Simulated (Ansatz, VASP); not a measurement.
## Al: VASP beside Ansatz

```xyz
1
Lattice="0.0000 2.0074 2.0074 2.0074 0.0000 2.0074 2.0074 2.0074 0.0000" Properties=species:S:1:pos:R:3 pbc="T T T"
Al    0.0000    0.0000    0.0000
```

Alike in both runs: functional PBEsol; k mesh 18 × 18 × 18; occupations gaussian, width 0.1 eV; no spin polarisation.

Ansatz relaxed the structure, and its values are those at the end. VASP's run is a single point on that final structure, the one shown.

|  | VASP | Ansatz |
| --- | --- | --- |
| version | VASP 6.6.1 | Ansatz 0.2.0 |
| potentials or method | VASP PAW PBE potentials, release 64 (Al), cutoff 500 eV | scalar-relativistic, plane waves, PAW |
| valence electrons in the cell | 3 | 3 |

|  | VASP | Ansatz | Ansatz less VASP |
| --- | --- | --- | --- |
| gap on the k mesh at the Fermi level (eV) | none | none | - |
| pressure (GPa) | 0.1 | 0.0 | -0.08 |

VASP's potentials were made for PBE, not for PBEsol, and Ansatz warns of the same on its side. A gap of «none» marks a metal or a gap that the smearing closes.
